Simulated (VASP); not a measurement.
WC, 2 atoms in the cell. The typed cell holds 2 atoms: a = 3.101 Å, b = 3.101 Å, c = 3.101 Å, α = 60.00°, β = 60.00°, γ = 60.00°. 

- Program: VASP 6.6.1
- Task: single point
- Functional: r2SCAN
- Potentials or basis: VASP PAW PBE potentials, release 64 (W_sv, C)
- Cutoff: 660 eV
- k mesh: 4 × 4 × 4
- Occupations: fermi-dirac, width 0.1 eV
- Spin: no spin polarisation
- Dipole correction: no
- Further INCAR settings: ALGO = Normal; EDIFF = 1e-06; NBANDS = 16

Potentials or basis: VASP PAW PBE potentials, release 64 (W_sv, C).

Run with:

```bash
$ cat potpaw_PBE.64/W_sv/POTCAR potpaw_PBE.64/C/POTCAR > POTCAR
$ cp INCAR.step1 INCAR
$ mpirun -np 1 vasp_std > vasp.out
$ cp INCAR.step2 INCAR
$ mpirun -np 1 vasp_std > vasp.out
```

Hardware: 1 thread of Intel(R) Xeon(R) 6975P-C (Granite Rapids), with other jobs on the host.

How long does it take, and how much memory?

It took 34 s on 1 thread of Intel(R) Xeon(R) 6975P-C (Granite Rapids) (shared host), peak memory 0.17 GiB. Counts: k points 36.
